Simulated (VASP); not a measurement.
Set up this calculation in VASP 6.6.1, as the native input.

```yaml
Task: single point
Functional: PBEsol
Potentials_or_basis: VASP PAW PBE potentials, release 64 (Pt)
Cutoff: 520 eV
k_mesh: 24 × 24 × 24
Occupations: gaussian, width 0.15 eV
Spin: no spin polarisation
Dipole_correction: no
Further_INCAR_settings: ALGO = Fast; EDIFF = 1e-06; NBANDS = 11
```

The structure of Pt lies in POSCAR:

```
Pt
1.0
    1.0359908399      2.5899770997      2.5899770997
    2.5899770997      1.0359908399      2.5899770997
    2.5899770997      2.5899770997      1.0359908399
Pt
1
Direct
    0.0000000000      0.0000000000      0.0000000000
```

This cell differs from its parent crystal: ratio of the length along [111] to the lengths across it x 2.0, volume and fractional coordinates fixed.

One way to write it, as run:

INCAR

```
SYSTEM = Pt
ALGO = Fast
EDIFF = 1E-6
ENCUT = 520
GGA = PS
ISIF = 2
ISMEAR = 0
LASPH = .TRUE.
LCHARG = .FALSE.
LREAL = .FALSE.
LWAVE = .FALSE.
NBANDS = 11
NELM = 100
PREC = Accurate
SIGMA = 0.15
```

KPOINTS

```
k-points
0
G
  24 24 24
  0 0 0
```

Potentials or basis: VASP PAW PBE potentials, release 64 (Pt).

Launch:

```bash
$ cat potpaw_PBE.64/Pt/POTCAR > POTCAR
$ mpirun -np 1 vasp_std > vasp.out
```

Results of the run:

The pressure is 216.5 GPa. The band gap on the k mesh is zero (bands 5 and 6 overlap by 4.84 eV).

Caveat: the cell stands under pressure; the PAW data sets were made with another functional, which shifts forces and pressure a little; spin-orbit coupling is left out, which moves the levels of the heavy elements.

Run time: 13 min on 1 thread of Intel Xeon 8259CL (shared host), peak memory 0.36 GiB.
